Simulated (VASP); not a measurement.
A run of VASP 6.6.1 is set up as follows.

INCAR

```
SYSTEM = Cu
ALGO = Normal ; EDIFF = 1E-8
ENCUT = 520 ; GGA = PE
ISIF = 2 ; ISMEAR = -1
LASPH = .True. ; LCHARG = .False.
LEFG = .True. ; LREAL = .False.
LWAVE = .False. ; NBANDS = 12
NELM = 60 ; PREC = Accurate
SIGMA = 0.08
```

Contents of KPOINTS:

```
k-points
0
Gamma
  19 19 19
  0 0 0
```

The input POSCAR:

```
Cu
1.0
    0.0000000000      1.8075000000      1.8617250000
    1.8075000000      0.0000000000      1.8617250000
    1.8075000000      1.8075000000      0.0000000000
Cu
1
Direct
    0.0000000000      0.0000000000      0.0000000000
```

Potentials or basis: VASP PAW PBE potentials, release 64 (Cu).

Run with:

```bash
$ cat potpaw_PBE.64/Cu/POTCAR > POTCAR
$ mpirun -np 1 vasp_std > vasp.out
```

(1) What does it give for the pressure?

Results:

(1) -1.8 GPa.

Caveat: the cell differs from its parent crystal (zz strain of +3 %); without QUAD_EFG the Cq values of the log hold for a quadrupole moment of 1 mb, not for the nuclei.
